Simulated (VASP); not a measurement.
# MoS2 (R3m) in VASP: notebook

The runs below take MoS2 through single point, with PBEsol.

Program: VASP 6.6.1. These are calculated values, not measurements. Logs are shortened: lines on timing, memory, paths and dates and some standing lists are left out, and cuts for length are marked.

## 1. The cell of the first run

It takes space group R3m (No. 160, trigonal). The conventional cell has a = 3.148 Å, b = 3.148 Å, c = 18.822 Å, α = 90.00°, β = 90.00°, γ = 120.00°. Mo (site symmetry 3m) has 6 S at 2.39 Å and 6 Mo at 3.15 Å within 3.2 Å. S (site symmetry 3m) has 3 Mo at 2.39 Å and 7 S at 3.11 to 3.15 Å within 3.2 Å. Within 3.2 Å of S (site symmetry 3m) lie 3 Mo at 2.39 Å and 7 S at 3.11 to 3.15 Å.

## 2. Single point, PBEsol

INCAR reads:

```
PREC = Accurate ; ENCUT = 520
EDIFF = 1E-6 ; ISMEAR = 0
SIGMA = 0.02 ; LREAL = False
LASPH = True ; NELM = 80
ALGO = Normal ; ISIF = 2
LWAVE = False ; LCHARG = False
GGA = PS ; ISYM = 0
NBANDS = 20
```

KPOINTS reads:

```
regular mesh
0
Gamma
  9 9 5
```

POSCAR reads:

```
MoS2
1.0
    3.1476068054      0.0000000000     -0.0000018106
   -1.5738034027      2.7259074546      0.0000000000
    1.5737997945      0.9086337350      6.2741425206
Mo S
1 2
Direct
    0.0000026007      0.0000013003     -0.0000036918
    0.5012630062      0.2506315031      0.2481068001
    0.8321343932      0.4160671966      0.7517968915
```

Potentials or basis: VASP PAW PBE potentials, release 64 (Mo_sv, S).

Started as:

```bash
cat potpaw_PBE.64/Mo_sv/POTCAR potpaw_PBE.64/S/POTCAR > POTCAR
mpirun -np 1 vasp_std > vasp.out
```

OUTCAR:

```text
PREC = Accurate
   ENCUT = 520
   EDIFF = 1E-6
   ISMEAR = 0
   LREAL = False
   LASPH = True
   NELM = 80
   ISIF = 2
   GGA = PS
   ISYM = 0

 ion  position               nearest neighbor table
   1  0.000  0.000  1.000-   2 2.39   2 2.39   2 2.39   3 2.39   3 2.39   3 2.39
   2  0.501  0.251  0.248-   1 2.39   1 2.39   1 2.39
   3  0.832  0.416  0.752-   1 2.39   1 2.39   1 2.39

IMPORTANT INFORMATION: All symmetrisations will be switched off!
NOSYMM: (Re-)initialisation of all symmetry stuff for point group C_1.

----------------------------------------------------------------------------------------

                                     Primitive cell

  volume of cell :      53.8327

  direct lattice vectors                    reciprocal lattice vectors
     3.147606805  0.000000000 -0.000001811     0.317701628  0.183425121 -0.106255956
    -1.573803403  2.725907455  0.000000000    -0.000000031  0.366850294 -0.053127978
     1.573799794  0.908633735  6.274142521     0.000000092  0.000000053  0.159384299

  length of vectors
     3.147606805  3.147606805  6.532023073     0.381928564  0.370677381  0.159384299

  position of ions in fractional coordinates (direct lattice)
     0.000002601  0.000001300  0.999996308
     0.501263006  0.250631503  0.248106800
     0.832134393  0.416067197  0.751796891

  ion indices of the primitive-cell ions
   primitive index   ion index
                 1           1
                 2           2
                 3           3

----------------------------------------------------------------------------------------

 KPOINTS: regular mesh

Automatic generation of k-mesh.
 Grid dimensions read from file:
 generate k-points for:    9    9    5

 Generating k-lattice:

  Cartesian coordinates                     Fractional coordinates (reciprocal lattice)
     0.035300181  0.020380569 -0.011806217     0.111111111 -0.000000000  0.000000000
    -0.000000003  0.040761144 -0.005903109    -0.000000000  0.111111111  0.000000000
     0.000000018  0.000000011  0.031876860     0.000000000  0.000000000  0.200000000

  Length of vectors
     0.042436507  0.041186376  0.031876860

  Shift w.r.t. Gamma in fractional coordinates (k-lattice)
     0.000000000  0.000000000  0.000000000

 -----------------------------------------------------------------------------
|                                                                             |
[... 68 lines left out ...]
   ENCUT  =  520.0 eV  38.22 Ry    6.18 a.u.   5.85  5.85 12.15*2*pi/ulx,y,z
   NELM   =     80;   NELMIN=  2; NELMDL= -5     # of ELM steps
   EDIFF  = 0.1E-05   stopping-criterion for ELM
   LREAL  =      F    real-space projection
   EDIFFG = 0.1E-04   stopping-criterion for IOM
   NSW    =      0    number of steps for IOM
   IBRION =     -1    ionic relax: 0-MD 1-quasi-New 2-CG
   NFREE  =      0    steps in history (QN), initial steepest desc. (CG)
   ISIF   =      2    stress and relaxation
   ISYM   =      0    0-nonsym 1-usesym 2-fastsym
   POTIM  = 0.5000    time-step for ionic-motion
   TEBEG  =    0.0;   TEEND  =   0.0 temperature during run
   PSTRESS=    0.0 pullay stress
   NELECT =      26.0000    total number of electrons
   NUPDOWN=      -1.0000    fix difference up-down
   EMIN   =  10.00;   EMAX   =-10.00  energy-range for DOS
   EFERMI =   0.00;   METHOD = LEGACY
   ISMEAR =     0;   SIGMA  =   0.02  broadening in eV -4-tet -1-fermi 0-gaus
   EFERMI_NEDOS =   21; number of points for ismear=-14 and -15
   IALGO  =     38    algorithm
   IMIX   =      4    mixing-type and parameters
     AMIX     =   0.40;   BMIX     =  1.00
     AMIX_MAG =   1.60;   BMIX_MAG =  1.00
  volume/ion in A,a.u.               =      17.94       121.09
  Fermi-wavevector in a.u.,A,eV,Ry     =   1.284450  2.427259 22.447059  1.649812
  Thomas-Fermi vector in A             =   2.416643
   LORBIT       =      0    0 simple, 1 ext, 2 COOP (PROOUT), +10 PAW based schemes
   GGA     = PS    functional components
   LHFCALC =     F    Hartree Fock is set to
   AEXX    =    0.0000 exact exchange contribution
   IVDW    =     0    specifies the selected vdW correction
   LEPSILON=     F    determine dielectric tensor
   LRPA    =     F    only Hartree local field effects (RPA)
 non-spin polarized calculation
 Gauss-broadening in eV      SIGMA  =   0.02
  energy-cutoff  :      520.00
  volume of cell :       53.83
 maximum number of plane-waves:      1473
   NGX = 11   NGY = 11   NGZ = 25

 number of electron      26.0000001 magnetization

 Free energy of the ion-electron system (eV)
  ---------------------------------------------------
  ext. energy  EPLUGINS =         0.00000000
  ---------------------------------------------------
  free energy    TOTEN  =       -23.45016471 eV

  energy without entropy =      -23.45016471  energy(sigma->0) =      -23.45016471

 E-fermi :   7.3326     XC(G=0): -10.9194

 val. band max:        7.2329464524   @ k =   0.0000  -0.0000   0.4000
 cond. band min:       8.3616210868   @ k =   0.2222   0.1111   0.2000
 fundamental gap:      1.1286746344
 Fermi energy:         7.3325955516

 k-point     1 :       0.0000    0.0000    0.0000
  band No.  band energies     occupation
      1     -54.0445      2.00000
      2     -28.2531      2.00000
      3     -27.9962      2.00000
      4     -27.9962      2.00000
      5      -7.6657      2.00000
      6      -6.0231      2.00000
[... 541 lines left out ...]
     19      14.7120      0.00000
     20      15.1472      0.00000

 [... further k-points ...]

------------------------ aborting loop because EDIFF is reached ----------------------------------------

  FORCE on cell =-STRESS in cart. coord.  units (eV):
  Direction    XX          YY          ZZ          XY          YZ          ZX
  --------------------------------------------------------------------------------------
  -------------------------------------------------------------------------------------
  Total       -0.1395071     -0.1395923     -0.0311509      0.0000818     -0.0000025     -0.0000082
  in kB       -4.1520333     -4.1545698     -0.9271171      0.0024337     -0.0000732     -0.0002450
  external PRESSURE =      -3.0779067 kB  Pullay stress =       0.0000000 kB

 VOLUME and BASIS-vectors are now :
 -----------------------------------------------------------------------------
  energy-cutoff  :      520.00
  volume of cell :       53.83
      direct lattice vectors                 reciprocal lattice vectors
     3.147606805  0.000000000 -0.000001811     0.317701628  0.183425121 -0.106255956
    -1.573803403  2.725907455  0.000000000    -0.000000031  0.366850294 -0.053127978
     1.573799794  0.908633735  6.274142521     0.000000092  0.000000053  0.159384299

 POSITION                                       TOTAL-FORCE (eV/Angst)
 -----------------------------------------------------------------------------------
      1.57380      0.90863      6.27412        -0.000005     -0.000003     -0.000228
      1.57380      0.90864      1.55666        -0.000011     -0.000007     -0.007194
      3.14760      1.81727      4.71688         0.000016      0.000009      0.007422
 -----------------------------------------------------------------------------------
    total drift:                                0.000001      0.000001      0.000081

  FREE ENERGIE OF THE ION-ELECTRON SYSTEM (eV)
  ---------------------------------------------------
  free  energy   TOTEN  =       -23.4501647064 eV

  energy  without entropy=      -23.4501647064  energy(sigma->0) =      -23.45016471
```

OSZICAR:

```text
N       E                     dE             d eps       ncg     rms          rms(c)
DAV:   1     0.180410424906E+03    0.18041E+03   -0.13475E+04  8136   0.123E+03
DAV:   2    -0.175039245771E+02   -0.19791E+03   -0.19233E+03  9852   0.315E+02
DAV:   3    -0.248172969444E+02   -0.73134E+01   -0.72421E+01 10188   0.567E+01
DAV:   4    -0.248998825966E+02   -0.82586E-01   -0.82534E-01  9840   0.639E+00
DAV:   5    -0.249011803186E+02   -0.12977E-02   -0.12977E-02 10308   0.783E-01    0.258E+01
DAV:   6    -0.238122343183E+02    0.10889E+01   -0.95290E+00  8620   0.191E+01    0.878E+00
DAV:   7    -0.235674628483E+02    0.24477E+00   -0.35786E+00  8324   0.109E+01    0.601E+00
DAV:   8    -0.234512174765E+02    0.11625E+00   -0.55422E-01  9216   0.458E+00    0.171E+00
DAV:   9    -0.234513330757E+02   -0.11560E-03   -0.22405E-02  9580   0.912E-01    0.634E-01
DAV:  10    -0.234501529644E+02    0.11801E-02   -0.79098E-03  9176   0.611E-01    0.117E-01
DAV:  11    -0.234501693744E+02   -0.16410E-04   -0.45338E-04  9528   0.147E-01    0.578E-02
DAV:  12    -0.234501546017E+02    0.14773E-04   -0.52612E-05  9332   0.455E-02    0.212E-02
DAV:  13    -0.234501647044E+02   -0.10103E-04   -0.15775E-05  8700   0.220E-02    0.872E-03
DAV:  14    -0.234501647064E+02   -0.19390E-08   -0.10280E-06  6436   0.630E-03
   1 F= -.23450165E+02 E0= -.23450165E+02  d E =-.922001E-15
```

Run time: 3.7 min. Hardware: 1 thread of Intel Xeon 8259CL, shared host; peak memory 0.33 GiB.

Results:

```yaml
Free_energy: -23.4502 eV
Pressure: -0.3 GPa
Largest_force: 0.007 eV/Å
Band_gap_on_the_k_mesh: 1.13 eV (least direct gap 1.78 eV)
```

Forces on the atoms (eV/Å):
```
Mo   0.000  0.000  0.000
S    0.000  0.000 -0.007
S    0.000  0.000  0.007
```

Caveat: the PAW data sets were made with another functional, which shifts forces and pressure a little; an odd mesh through Γ misses points on the zone boundary, where band edges can lie; this functional lacks dispersion, which binds the layers, so the pressure and a relaxed spacing across them are unreliable.

## 3. Single point, PBEsol

INCAR reads:

```
PREC = Accurate
ENCUT = 520
EDIFF = 1E-6
ISMEAR = 0
SIGMA = 0.02
LREAL = F
LASPH = T
NELM = 80
ALGO = Normal
ISIF = 2
LWAVE = F
LCHARG = T
GGA = PS
LELF = T
LVHAR = T
NBANDS = 20
ISYM = 0
```

KPOINTS reads:

```
Automatic mesh
0
Gamma
  9 9 5
```

POSCAR reads:

```
MoS2
1.0
    3.1476068054      0.0000000000      0.0000000000
   -1.5738034027      2.7259074546      0.0000000000
    1.5738034027      0.9086358182      6.2725460967
Mo S
1 2
Direct
    0.0000033414      0.0000016707     -0.0000050121
    0.5013758088      0.2506879044      0.2479362868
    0.8320208500      0.4160104250      0.7519687251
```

Potentials or basis: VASP PAW PBE potentials, release 64 (Mo_sv, S).

Started as:

```bash
cat potpaw_PBE.64/Mo_sv/POTCAR potpaw_PBE.64/S/POTCAR > POTCAR
mpirun -np 1 vasp_std > vasp.out
```

It took 3.8 min on 1 thread of Intel Xeon 8259CL, shared host; peak memory 0.32 GiB.

It converged, with:

| Item | Value |
| --- | --- |
| Free energy | -23.4501 eV |
| Pressure | -0.2 GPa |
| Largest force | 0.021 eV/Å |
| Band gap on the k mesh | 1.13 eV (least direct gap 1.78 eV) |

Forces on the atoms (eV/Å):
```
Mo   0.000  0.000  0.000
S    0.000  0.000  0.021
S    0.000  0.000 -0.021
```

Stress tensor (GPa, compression positive):
```
-0.32  0.00  0.00
 0.00 -0.32  0.00
 0.00  0.00  0.17
```

Levels at points of the mesh, in eV from the valence-band top:
| k point | band 11 | band 12 | band 13 | band 14 | band 15 | band 16 |
| --- | --- | --- | --- | --- | --- | --- |
| (0.00, 0.00, 0.00) | -2.07 | -1.27 | -1.10 | 2.25 | 2.25 | 2.63 |

Caveat: the PAW data sets were made with another functional, which shifts forces and pressure a little; an odd mesh through Γ misses points on the zone boundary, where band edges can lie; this functional lacks dispersion, which binds the layers, so the pressure and a relaxed spacing across them are unreliable.
